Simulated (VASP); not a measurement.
Wanted: the native input for a VASP 6.6.1 run.

* Task: single point
* Functional: PBE
* Potentials or basis: VASP PAW PBE potentials, release 64 (Ba_sv, O_h)
* Cutoff: 1340 eV
* k mesh: 6 × 6 × 6
* Occupations: gaussian, width 0.05 eV
* Spin: no spin polarisation
* Dipole correction: no
* Further INCAR settings: ALGO = Normal; EDIFF = 1e-06; NBANDS = 15

The structure of BaO lies in POSCAR:

```
BaO
1.0
    0.0000000000      2.7726687472      2.7726687472
    2.7726687472      0.0000000000      2.7726687472
    2.7726687472      2.7726687472      0.0000000000
Ba O
1 1
Direct
    0.5000000000      0.5000000000      0.5000000000
    0.0000000000      0.0000000000      0.0000000000
```

These files were run (other wordings do the same):

INCAR

```
  PREC = Accurate
  ENCUT = 1340
  EDIFF = 1E-6
  ISMEAR = 0
  SIGMA = 0.05
  LREAL = False
  LASPH = True
  NELM = 120
  ALGO = Normal
  ISIF = 2
  LWAVE = False
  LCHARG = False
  GGA = PE
  NBANDS = 15
  GGA_COMPAT = False
```

KPOINTS

```
Automatic mesh
0
Gamma
  6 6 6
```

Potentials or basis: VASP PAW PBE potentials, release 64 (Ba_sv, O_h).

The run is started by

```console
$ cat potpaw_PBE.64/Ba_sv/POTCAR potpaw_PBE.64/O_h/POTCAR > POTCAR
$ mpirun -np 1 vasp_std > vasp.out
```

It gave:

| Property | Result |
| --- | --- |
| Pressure | 2.7 GPa |
| Band gap on the k mesh | 1.99 eV |

Caveat: spin-orbit coupling is left out, which moves the levels of the heavy elements.

Run time: 38 s on 1 thread of Intel(R) Xeon(R) Platinum 8259CL CPU @ 2.50GHz (Skylake/Cascade Lake), on a shared host, peak memory 0.34 GiB.
